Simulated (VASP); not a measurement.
# Li2Se (Fm-3m) in VASP: a series of runs

Li2Se is run at these levels: PBE+D3(BJ); tasks: single point.

Program: VASP 6.6.1. These are calculated values, not measurements. Logs are shortened: lines on timing, memory, paths and dates and some standing lists are left out, and cuts for length are marked.

## (1) The cell of the first run

Symmetry: Fm-3m, No. 225, cubic system. The conventional cell has a = 5.874 Å, b = 5.874 Å, c = 5.874 Å, α = 90.00°, β = 90.00°, γ = 90.00°. Se (site symmetry m-3m) has 8 Li at 2.54 Å within 3.4 Å. Li (site symmetry -43m) has 4 Se at 2.54 Å and 6 Li at 2.94 Å within 3.4 Å.

## (2) Single point, PBE+D3(BJ)

INCAR

```
ALGO = Normal ; EDIFF = 1E-6
ENCUT = 750 ; GGA = PE
GGA_COMPAT = False ; ISIF = 2
ISMEAR = -1 ; IVDW = 12
LASPH = True ; LCHARG = True
LELF = True ; LREAL = False
LVHAR = True ; LWAVE = False
NBANDS = 13 ; NELM = 120
PREC = Accurate ; SIGMA = 0.02
```

KPOINTS

```
k-points
0
Gamma
  5 5 5
```

POSCAR

```
Li2Se
1.0
    0.0000000000      2.9370045569      2.9370045569
    2.9370045569      0.0000000000      2.9370045569
    2.9370045569      2.9370045569      0.0000000000
Se Li
1 2
Direct
    0.0000000000      0.0000000000      0.0000000000
    0.2500000000      0.2500000000      0.2500000000
    0.7500000000      0.7500000000      0.7500000000
```

Potentials or basis: VASP PAW PBE potentials, release 64 (Se, Li_sv).

Run with:

```console
cat potpaw_PBE.64/Se/POTCAR potpaw_PBE.64/Li_sv/POTCAR > POTCAR
mpirun -np 1 vasp_std > vasp.out
```

OUTCAR:

```text
EDIFF = 1E-6
   ENCUT = 750
   GGA = PE
   ISIF = 2
   ISMEAR = -1
   IVDW = 12
   LASPH = True
   LREAL = False
   NELM = 120
   PREC = Accurate
 IVDW          = 12

 ion  position               nearest neighbor table
   1  0.000  0.000  0.000-   3 2.54   3 2.54   3 2.54   2 2.54   3 2.54   2 2.54   2 2.54   2 2.54

   2  0.250  0.250  0.250-   1 2.54   1 2.54   1 2.54   1 2.54
   3  0.750  0.750  0.750-   1 2.54   1 2.54   1 2.54   1 2.54

  LATTYP: Found a face centered cubic cell.
 ALAT       =     5.8740091138

  Lattice vectors:

 A1 = (   0.0000000000,   2.9370045569,   2.9370045569)
 A2 = (   2.9370045569,   0.0000000000,   2.9370045569)
 A3 = (   2.9370045569,   2.9370045569,   0.0000000000)

Analysis of symmetry for initial positions (statically):
=====================================================================
 Subroutine PRICEL returns:
 Original cell was already a primitive cell.

 Routine SETGRP: Setting up the symmetry group for a
 face centered cubic supercell.

 Subroutine GETGRP returns: Found 48 space group operations
 (whereof 48 operations were pure point group operations)
 out of a pool of 48 trial point group operations.

The static configuration has the point symmetry O_h .

Analysis of symmetry for dynamics (positions and initial velocities):
=====================================================================
 Subroutine PRICEL returns:
 Original cell was already a primitive cell.

 Routine SETGRP: Setting up the symmetry group for a
 face centered cubic supercell.

 Subroutine GETGRP returns: Found 48 space group operations
 (whereof 48 operations were pure point group operations)
 out of a pool of 48 trial point group operations.

The dynamic configuration has the point symmetry O_h .

 Subroutine INISYM returns: Found 48 space group operations
 (whereof 48 operations are pure point group operations),
 and found     1 'primitive' translations

----------------------------------------------------------------------------------------

                                     Primitive cell

  volume of cell :      50.6692

  direct lattice vectors                    reciprocal lattice vectors
     0.000000000  2.937004557  2.937004557    -0.170241479  0.170241479  0.170241479
     2.937004557  0.000000000  2.937004557     0.170241479 -0.170241479  0.170241479
     2.937004557  2.937004557  0.000000000     0.170241479  0.170241479 -0.170241479

  length of vectors
     4.153551677  4.153551677  4.153551677     0.294866891  0.294866891  0.294866891

  position of ions in fractional coordinates (direct lattice)
     0.000000000  0.000000000  0.000000000
     0.250000000  0.250000000  0.250000000
     0.750000000  0.750000000  0.750000000

  ion indices of the primitive-cell ions
   primitive index   ion index
                 1           1
                 2           2
                 3           3

----------------------------------------------------------------------------------------

 KPOINTS: k-points

Automatic generation of k-mesh.
 Grid dimensions read from file:
 generate k-points for:    5    5    5

 Generating k-lattice:

  Cartesian coordinates                     Fractional coordinates (reciprocal lattice)
    -0.034048296  0.034048296  0.034048296     0.200000000  0.000000000  0.000000000
     0.034048296 -0.034048296  0.034048296     0.000000000  0.200000000  0.000000000
     0.034048296  0.034048296 -0.034048296     0.000000000  0.000000000  0.200000000

  Length of vectors
     0.058973378  0.058973378  0.058973378

  Shift w.r.t. Gamma in fractional coordinates (k-lattice)
     0.000000000  0.000000000  0.000000000

 Subroutine IBZKPT returns following result:
 ===========================================

 Found     10 irreducible k-points:

 Following reciprocal coordinates:
            Coordinates               Weight
  0.000000  0.000000  0.000000      1.000000
  0.200000  0.000000  0.000000      8.000000
  0.400000  0.000000  0.000000      8.000000
  0.200000  0.200000  0.000000      6.000000
  0.400000  0.200000  0.000000     24.000000
 -0.400000  0.200000  0.000000     24.000000
 -0.200000  0.200000  0.000000     12.000000
  0.400000  0.400000  0.000000      6.000000
 -0.400000  0.400000  0.000000     12.000000
 -0.400000  0.400000  0.200000     24.000000
   k-points           NKPTS =     10   k-points in BZ     NKDIM =     10   number of bands    NBANDS=     13
   number of dos      NEDOS =    301   number of ions     NIONS =      3
   total plane-waves  NPLWV =  64000
   dimension x,y,z NGX =    40 NGY =   40 NGZ =   40
   dimension x,y,z NGXF=    80 NGYF=   80 NGZF=   80
   ions per type =               1   2
   NGX,Y,Z   is equivalent  to a cutoff of  16.01, 16.01, 16.01 a.u.
   NGXF,Y,Z  is equivalent  to a cutoff of  32.02, 32.02, 32.02 a.u.
 SYSTEM =  unknown system
   PREC   = accura    normal or accurate (medium, high low for compatibility)
   ISTART =      0    job   : 0-new  1-cont  2-samecut
   ICHARG =      2    charge: 1-file 2-atom 10-const
   ISPIN  =      1    spin polarized calculation?
   LNONCOLLINEAR =      F non collinear calculations
   LSORBIT =      F    spin-orbit coupling
   LASPH  =      T    aspherical Exc in radial PAW
   ENCUT  =  750.0 eV  55.12 Ry    7.42 a.u.   9.27  9.27  9.27*2*pi/ulx,y,z
   NELM   =    120;   NELMIN=  2; NELMDL= -5     # of ELM steps
   EDIFF  = 0.1E-05   stopping-criterion for ELM
   LREAL  =      F    real-space projection
   EDIFFG = 0.1E-04   stopping-criterion for IOM
   NSW    =      0    number of steps for IOM
   IBRION =     -1    ionic relax: 0-MD 1-quasi-New 2-CG
   NFREE  =      0    steps in history (QN), initial steepest desc. (CG)
   ISIF   =      2    stress and relaxation
   ISYM   =      2    0-nonsym 1-usesym 2-fastsym
   POTIM  = 0.5000    time-step for ionic-motion
   TEBEG  =    0.0;   TEEND  =   0.0 temperature during run
   PSTRESS=    0.0 pullay stress
   NELECT =      12.0000    total number of electrons
   NUPDOWN=      -1.0000    fix difference up-down
   EMIN   =  10.00;   EMAX   =-10.00  energy-range for DOS
   EFERMI =   0.00;   METHOD = LEGACY
   ISMEAR =    -1;   SIGMA  =   0.02  broadening in eV -4-tet -1-fermi 0-gaus
   EFERMI_NEDOS =   21; number of points for ismear=-14 and -15
   IALGO  =     38    algorithm
   IMIX   =      4    mixing-type and parameters
     AMIX     =   0.40;   BMIX     =  1.00
     AMIX_MAG =   1.60;   BMIX_MAG =  1.00
  volume/ion in A,a.u.               =      16.89       113.98
  Fermi-wavevector in a.u.,A,eV,Ry     =   1.012871  1.914048 13.958310  1.025907
  Thomas-Fermi vector in A             =   2.146006
   LORBIT       =      0    0 simple, 1 ext, 2 COOP (PROOUT), +10 PAW based schemes
   GGA     = PE    functional components
   LHFCALC =     F    Hartree Fock is set to
   AEXX    =    0.0000 exact exchange contribution
   IVDW    =    12    specifies the selected vdW correction
   LEPSILON=     F    determine dielectric tensor
   LRPA    =     F    only Hartree local field effects (RPA)
 non-spin polarized calculation
  energy-cutoff  :      750.00
  volume of cell :       50.67
 maximum number of plane-waves:      2421
 NGX is ok and might be reduce to    40
   NGX = 19   NGY = 19   NGZ = 19

 number of electron      11.9999998 magnetization

 Free energy of the ion-electron system (eV)
  ---------------------------------------------------
  ext. energy  EPLUGINS =         0.00000000
  ---------------------------------------------------
  free energy    TOTEN  =       -11.10178193 eV

  energy without entropy =      -11.10178193  energy(sigma->0) =      -11.10178193

 E-fermi :   1.9675     XC(G=0):  -8.5075

 val. band max:        1.3868082067   @ k =   0.0000   0.0000   0.0000
 cond. band min:       4.5807620001   @ k =   0.4000   0.4000   0.0000
 fundamental gap:      3.1939537933
 Fermi energy:         1.9675059203

 k-point     1 :       0.0000    0.0000    0.0000
  band No.  band energies     occupation
      1     -43.2263      2.00000
      2     -43.1951      2.00000
      3     -10.1855      2.00000
      4       1.3868      2.00000
      5       1.3868      2.00000
      6       1.3868      2.00000
      7       5.0562      0.00000
      8       7.0343      0.00000
      9       7.0343      0.00000
     10       7.0343      0.00000
     11      12.1678      0.00000
     12      12.1678      0.00000
     13      12.5664      0.00000

 k-point     2 :       0.2000    0.0000    0.0000
  band No.  band energies     occupation
      1     -43.2230      2.00000
      2     -43.1978      2.00000
      3     -10.0529      2.00000
      4      -0.0370      2.00000
      5       1.1568      2.00000
      6       1.1568      2.00000
      7       5.9455      0.00000
      8       7.5203      0.00000
      9       7.5203      0.00000
     10       8.0601      0.00000
     11      10.5494      0.00000
     12      10.5494      0.00000
     13      12.9181      0.00000

 k-point     3 :       0.4000    0.0000    0.0000
  band No.  band energies     occupation
      1     -43.2149      2.00000
      2     -43.2053      2.00000
      3      -9.8131      2.00000
      4      -1.5309      2.00000
      5       0.8536      2.00000
      6       0.8536      2.00000
      7       6.6559      0.00000
      8       7.4534      0.00000
      9       7.4534      0.00000
     10       9.4310      0.00000
     11      12.0263      0.00000
     12      12.0263      0.00000
     13      14.0393      0.00000

 k-point     4 :       0.2000    0.2000    0.0000
  band No.  band energies     occupation
      1     -43.2223      2.00000
      2     -43.1983      2.00000
      3     -10.0101      2.00000
      4       0.2211      2.00000
      5       0.7126      2.00000
      6       0.7126      2.00000
      7       5.9613      0.00000
      8       7.2674      0.00000
      9       8.3359      0.00000
     10       8.3359      0.00000
     11       9.4909      0.00000
     12      12.8158      0.00000
     13      13.8514      0.00000

 k-point     5 :       0.4000    0.2000    0.0000
  band No.  band energies     occupation
      1     -43.2169      2.00000
      2     -43.2033      2.00000
      3      -9.8044      2.00000
      4      -1.0150      2.00000
      5       0.3663      2.00000
      6       0.3854      2.00000
      7       6.0254      0.00000
      8       8.2015      0.00000
      9       8.4744      0.00000
     10       8.8168      0.00000
     11      11.4052      0.00000
     12      13.4481      0.00000
     13      14.5001      0.00000

 k-point     6 :      -0.4000    0.2000    0.0000
  band No.  band energies     occupation
      1     -43.2109      2.00000
      2     -43.2089      2.00000
      3      -9.7158      2.00000
      4      -1.4628      2.00000
      5      -0.0256      2.00000
      6       0.5423      2.00000
      7       6.5690      0.00000
      8       8.0544      0.00000
      9       8.4981      0.00000
     10      10.1826      0.00000
     11      11.4086      0.00000
     12      11.6062      0.00000
     13      14.5127      0.00000

 k-point     7 :      -0.2000    0.2000    0.0000
  band No.  band energies     occupation
      1     -43.2186      2.00000
      2     -43.2018      2.00000
      3      -9.8820      2.00000
      4      -0.7805      2.00000
      5       0.2045      2.00000
      6       1.0160      2.00000
      7       6.8962      0.00000
      8       7.5711      0.00000
      9       8.3387      0.00000
     10       8.7838      0.00000
     11       9.1599      0.00000
     12      13.1892      0.00000
     13      14.4687      0.00000

 k-point     8 :       0.4000    0.4000    0.0000
  band No.  band energies     occupation
      1     -43.2161      2.00000
      2     -43.2037      2.00000
      3      -9.7000      2.00000
      4      -0.8956      2.00000
      5      -0.0770      2.00000
      6      -0.0770      2.00000
      7       4.5808      0.00000
      8       7.6564      0.00000
      9      11.0092      0.00000
     10      11.0092      0.00000
     11      12.2958      0.00000
     12      14.6500      0.00000
     13      14.7590      0.00000

 k-point     9 :      -0.4000    0.4000    0.0000
  band No.  band energies     occupation
      1     -43.2130      2.00000
      2     -43.2066      2.00000
      3      -9.6426      2.00000
      4      -0.9074      2.00000
      5      -0.7151      2.00000
      6      -0.0005      2.00000
      7       5.1760      0.00000
      8       8.4549      0.00000
      9      10.6378      0.00000
     10      10.9854      0.00000
     11      11.9927      0.00000
     12      12.0015      0.00000
     13      14.7113      0.00000

 k-point    10 :      -0.4000    0.4000    0.2000
  band No.  band energies     occupation
      1     -43.2125      2.00000
      2     -43.2073      2.00000
      3      -9.6711      2.00000
      4      -1.0383      2.00000
      5      -0.4335      2.00000
      6      -0.0380      2.00000
      7       6.3686      0.00000
      8       8.0065      0.00000
      9       8.9359      0.00000
     10      11.1862      0.00000
     11      11.4060      0.00000
     12      12.0559      0.00000
     13      15.0710      0.00000

------------------------ aborting loop because EDIFF is reached ----------------------------------------

 Edisp (eV)   -0.84239

 E8    (eV) :    -0.3485

  FORCE on cell =-STRESS in cart. coord.  units (eV):
  Direction    XX          YY          ZZ          XY          YZ          ZX
  --------------------------------------------------------------------------------------
  -------------------------------------------------------------------------------------
  Total      -0.11825    -0.11825    -0.11825    -0.00000     0.00000    -0.00000
  in kB      -3.73925    -3.73925    -3.73925    -0.00000     0.00000    -0.00000
  external pressure =       -3.74 kB  Pullay stress =        0.00 kB

 VOLUME and BASIS-vectors are now :
 -----------------------------------------------------------------------------
  energy-cutoff  :      750.00
  volume of cell :       50.67
      direct lattice vectors                 reciprocal lattice vectors
     0.000000000  2.937004557  2.937004557    -0.170241479  0.170241479  0.170241479
     2.937004557  0.000000000  2.937004557     0.170241479 -0.170241479  0.170241479
     2.937004557  2.937004557  0.000000000     0.170241479  0.170241479 -0.170241479

 POSITION                                       TOTAL-FORCE (eV/Angst)
 -----------------------------------------------------------------------------------
      0.00000      0.00000      0.00000         0.000000     -0.000000     -0.000000
      1.46850      1.46850      1.46850         0.000000      0.000000      0.000000
      4.40551      4.40551      4.40551        -0.000000     -0.000000     -0.000000
 -----------------------------------------------------------------------------------
    total drift:                                0.000000     -0.000000      0.000000

  FREE ENERGIE OF THE ION-ELECTRON SYSTEM (eV)
  ---------------------------------------------------
  free  energy   TOTEN  =       -11.9441704729 eV

  energy  without entropy=      -11.9441704729  energy(sigma->0) =      -11.94417047
```

Wall time 34 s (1 thread of Intel Xeon 8259CL, shared host); peak memory 0.24 GiB.

What came out:

* Free energy: -11.9442 eV
* Pressure: -0.4 GPa
* Band gap on the k mesh: 3.19 eV (least direct gap 3.67 eV)
* Dispersion energy per atom: -0.281 eV

Caveat: three body term missing; an odd mesh through Γ misses points on the zone boundary, where band edges can lie.

## (3) Single point, PBE+D3(BJ)

This run uses another cell than the first one, of 18.00 Å³/atom.

INCAR

```
SYSTEM = Li2Se
  ALGO = Normal
  EDIFF = 1E-6
  ENCUT = 750
  GGA = PE
  GGA_COMPAT = .FALSE.
  ISIF = 2
  ISMEAR = -1
  IVDW = 12
  LASPH = .TRUE.
  LCHARG = .FALSE.
  LREAL = .FALSE.
  LWAVE = .FALSE.
  NBANDS = 13
  NELM = 120
  PREC = Accurate
  SIGMA = 0.02
```

KPOINTS

```
k-points
0
G
  5 5 5
  0 0 0
```

POSCAR

```
Li2Se
1.0
    0.0000000000      3.0000000000      3.0000000000
    3.0000000000      0.0000000000      3.0000000000
    3.0000000000      3.0000000000      0.0000000000
Se Li
1 2
Direct
    0.0000000000      0.0000000000      0.0000000000
    0.2500000000      0.2500000000      0.2500000000
    0.7500000000      0.7500000000      0.7500000000
```

Potentials or basis: VASP PAW PBE potentials, release 64 (Se, Li_sv).

Run with:

```console
cat potpaw_PBE.64/Se/POTCAR potpaw_PBE.64/Li_sv/POTCAR > POTCAR
mpirun -np 1 vasp_std > vasp.out
```

Run time: 30 s. Hardware: 1 thread of Intel Xeon 8259CL, shared host; peak memory 0.24 GiB.

The run converged. Its results:

```
Free energy                : -11.9148 eV
Pressure                   : -2.5 GPa
Band gap on the k mesh     : 3.23 eV (least direct gap 3.39 eV)
Dispersion energy per atom : -0.262 eV
```

Levels at points of the mesh, in eV from the valence-band top:
```
           k point  band 2  band 3  band 4  band 5  band 6  band 7  band 8  band 9  band 10  band 11
(0.00, 0.00, 0.00)  -44.69  -11.40    0.00    0.00    0.00    3.39    5.62    5.62     5.62    10.59
```

Caveat: three body term missing; an odd mesh through Γ misses points on the zone boundary, where band edges can lie.
